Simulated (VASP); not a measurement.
Ru: single point with PBE

Crystal: Ru.

```xyz
2
Lattice="2.7078 0.0000 0.0000 -1.3539 2.3450 0.0000 0.0000 0.0000 4.2681" Properties=species:S:1:pos:R:3 pbc="T T T"
Ru    0.0000    1.5634    1.0670
Ru    1.3539    0.9817    3.2011
```

- Program: VASP 6.6.1
- Task: single point
- Functional: PBE
- Potentials or basis: VASP PAW PBE potentials, release 64 (Ru_sv)
- Cutoff: 600 eV
- k mesh: 3 × 3 × 2
- Occupations: tetrahedron
- Spin: no spin polarisation
- Dipole correction: no
- Second run: valence_matched
- Further INCAR settings: ALGO = Normal; EDIFF = 1e-06; NBANDS = 23

| Quantity | Value |
| --- | --- |
| Pressure | 15.0 GPa |
| Largest force | 2.087 eV/Å |
| Band gap on the k mesh | zero (band 16 reaches 16.02 eV, above the bottom of band 17 at 14.50 eV) |

Forces on the atoms (eV/Å):
```
Ru   0.000  2.087  0.000
Ru   0.000 -2.087  0.000
```

Stress tensor (GPa, compression positive):
```
 32.97   0.00   0.00
  0.00  25.24   0.00
  0.00   0.00 -13.26
```

Levels at points of the mesh, in eV from the Fermi level:
```
           k point  band 14  band 15  band 16  band 17  band 18  band 19
(0.00, 0.00, 0.00)    -2.19    -1.93    -1.91    -0.91     0.25     1.15
(0.00, 0.00, 0.50)    -2.87    -2.84    -2.84     0.08     0.08     0.47
```

Wall time 8.1 s on 1 thread of Intel(R) Xeon(R) Platinum 8259CL CPU @ 2.50GHz (Skylake/Cascade Lake) (shared host), peak memory 0.15 GiB.

Caveat: the k points lie up to 0.89 Å⁻¹ apart; forces of over 1 eV/Å act on the atoms, so gaps and moduli don't describe the material at rest; tetrahedron occupations give inexact forces and stress in metals.
